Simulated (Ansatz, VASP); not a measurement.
# One calculation of Bi, two programs

Contents of INCAR:

```
SYSTEM = Bi
PREC = Accurate ; ENCUT = 520
EDIFF = 1E-6 ; ISMEAR = -1
SIGMA = 0.03 ; LREAL = .FALSE.
LASPH = .TRUE. ; NELM = 100
ALGO = Normal ; ISIF = 2
LWAVE = .FALSE. ; LCHARG = .FALSE.
GGA = PE ; NBANDS = 22
```

File KPOINTS:

```
regular mesh
0
G
  9 9 3
  0 0 0
```

POSCAR

```
Bi
1.0
    4.6280229066      0.0000000000      0.0000000000
   -2.3140114533      4.0079854064      0.0000000000
    0.0000000000      0.0000000000     12.0610000764
Bi
2
Direct
    0.3333333333      0.6666666667      0.2500000000
    0.6666666667      0.3333333333      0.7500000000
```

Input for Ansatz:

```yaml
crystal:
  lattice:
    - [4.6280229066, 0.0, 0.0]
    - [-2.3140114533, 4.0079854064, 0.0]
    - [0.0, 0.0, 12.0610000764]
  atoms:
    - { symbol: Bi, position: [0.3333333333, 0.6666666667, 0.25] }
    - { symbol: Bi, position: [0.6666666667, 0.3333333333, 0.75] }
kpoints:
  mp_grid: { grid: [9, 9, 3] }
  band_path:
    path:
      - [0.0, 0.0, 0.0]
      - [0.5, 0.0, 0.0]
      - [0.3333333333, 0.3333333333, 0.0]
      - [0.0, 0.0, 0.0]
      - [0.0, 0.0, 0.5]
      - [0.5, 0.0, 0.5]
      - [0.3333333333, 0.3333333333, 0.5]
      - [0.0, 0.0, 0.5]
      - [0.5, 0.0, 0.5]
    npoints: 5
scf:
  occupations: { method: fermi_dirac, width: 0.03 }
hamiltonian:
  xc: pbe
  pseudopotentials: { kind: all_electron, lapw: { basis_error: 0.0005 } }
output:
  forces: true
  stress: true
  eigenvalues: true
```

Change from the starting cell: volume scaled by 1.06.

Alike in both runs: task single point; functional PBE; k mesh 9 × 9 × 3; occupations fermi-dirac, width 0.03 eV; no spin polarisation.

|  | VASP | Ansatz |
| --- | --- | --- |
| version | VASP 6.6.1 | Ansatz 0.2.0 |
| potentials or method | VASP PAW PBE potentials, release 64 (Bi_d), cutoff 520 eV | all-electron LAPW, scalar-relativistic |

```tsv
	VASP	Ansatz	Ansatz less VASP
pressure (GPa)	-3.0	-3.0	+0.02
traceless stress, the component that is largest in VASP (GPa)	2.70	2.70	+0.003
```

Ansatz ran all-electron here, and VASP with PAW potentials.

Neither program's run includes spin-orbit coupling.
